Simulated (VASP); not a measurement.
Runs of VASP 6.6.1 on SnTe. The structure is that of space group P4/mmm (No. 123), or close to it. The cells are those of the table. 

| cell | gap on the mesh (eV) | pressure (GPa) |
| --- | --- | --- |
| a = 3.612, b = 3.905, c = 3.905 Å, 2 atoms | none | (a) |
| a = 4.198, b = 3.905, c = 3.905 Å, 2 atoms | none | (b) |
| a = 4.344, b = 3.905, c = 3.905 Å, 2 atoms | none | -6.9 |
| a = 4.490, b = 3.905, c = 3.905 Å, 2 atoms | none | -7.5 |
| a = 3.465, b = 3.905, c = 3.905 Å, 2 atoms | none | 1.7 |
| a = 3.319, b = 3.905, c = 3.905 Å, 2 atoms | none | 5.1 |

Alike in all rows: task single point; level LDA; potentials or basis VASP PAW LDA potentials, release 64 (Sn_d, Te); no spin polarisation; k mesh 12 × 12 × 12; cutoff (eV) 520; smearing gaussian 0.15 eV.

Problem. Estimate the missing entries.

Solution. (a) -0.9; (b) -6.1.

Caveats: spin-orbit coupling is left out, which moves the levels of the heavy elements; the cell stands under tension (at least some runs); the cell stands under pressure (at least some runs).

A k mesh can miss the band edges, and the runs leave out spin-orbit coupling on Sn, Te.

A gap of «none» marks levels without a gap at the run's occupations.
